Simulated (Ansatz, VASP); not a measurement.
Sc: VASP beside Ansatz

File INCAR:

```
PREC = Accurate
ENCUT = 520
EDIFF = 1E-7
ISMEAR = 0
SIGMA = 0.15
LREAL = False
LASPH = True
NELM = 80
ALGO = Fast
ISIF = 2
LWAVE = False
LCHARG = True
GGA = PE
LELF = True
LVHAR = True
NBANDS = 18
```

File KPOINTS:

```
regular mesh
0
Gamma
  18 18 10
```

The input POSCAR:

```
Sc
1.0
    3.2591659288      0.0000000000      0.0000000000
   -1.6295829644      2.8225204895      0.0000000000
    0.0000000000      0.0000000000      5.4260400000
Sc
2
Direct
    0.3333333333      0.6666666667      0.2500000000
    0.6666666667      0.3333333333      0.7500000000
```

Input for Ansatz:

```yaml
crystal:
  lattice:
    - [3.2591659288, 0.0, 0.0]
    - [-1.6295829644, 2.8225204895, 0.0]
    - [0.0, 0.0, 5.42604]
  atoms:
    - { symbol: Sc, position: [0.3333333333, 0.6666666667, 0.25] }
    - { symbol: Sc, position: [0.6666666667, 0.3333333333, 0.75] }
basis:
  ecutwfc: 420
kpoints:
  mp_grid: { grid: [18, 18, 10] }
hamiltonian:
  xc: pbe
scf:
  occupations: { method: gaussian, width: 0.15 }
output:
  forces: true
  stress: true
  eigenvalues: true
```

Change from the starting cell: strain -0.015 along x and y, +0.030 along z, atoms carried along.

Alike in both runs: task single point; functional PBE; k mesh 18 × 18 × 10; occupations gaussian, width 0.15 eV; no spin polarisation.

|  | VASP | Ansatz |
| --- | --- | --- |
| version | VASP 6.6.1 | Ansatz 0.2.0 |
| potentials or method | VASP PAW PBE potentials, release 64 (Sc_sv), cutoff 520 eV | scalar-relativistic, plane waves, PAW |
| valence electrons in the cell | 22 | 22 |

```csv
,VASP,Ansatz,Ansatz less VASP
gap on the k mesh at the Fermi level (eV),none,none,-
pressure (GPa),-0.4,-0.4,-0.03
"traceless stress, the component that is largest in VASP (GPa)",-3.02,-3.01,+0.006
```

A gap of «none» marks a metal or a gap that the smearing closes.
